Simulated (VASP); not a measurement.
Here is a VASP 6.6.1 calculation.

File INCAR:

```
SYSTEM = AlN
PREC = Accurate
ENCUT = 600
EDIFF = 1E-6
ISMEAR = 0
SIGMA = 0.02
LREAL = .False.
LASPH = .True.
NELM = 120
ALGO = Normal
ISIF = 2
LWAVE = .False.
LCHARG = .False.
GGA = PE
NBANDS = 11
GGA_COMPAT = .False.
```

KPOINTS

```
Automatic mesh
0
Gamma
  10 10 10
  0 0 0
```

Contents of POSCAR:

```
AlN
1.0
    0.0000000000      2.2011778557      2.2011778557
    2.2011778557      0.0000000000      2.2011778557
    2.2011778557      2.2011778557      0.0000000000
Al N
1 1
Direct
    0.0000000000      0.0000000000      0.0000000000
    0.7500000000      0.7500000000      0.7500000000
```

Potentials or basis: VASP PAW PBE potentials, release 64 (Al, N).

Command:

```sh
$ cat potpaw_PBE.64/Al/POTCAR potpaw_PBE.64/N/POTCAR > POTCAR
$ mpirun -np 1 vasp_std > vasp.out
```

Question: What does it give for the pressure?

Answer: -0.3 GPa.

Question: What does it give for the band gap on the k mesh?

Answer: 3.31 eV, indirect (least direct gap 3.99 eV).

A k mesh can miss the band edges.
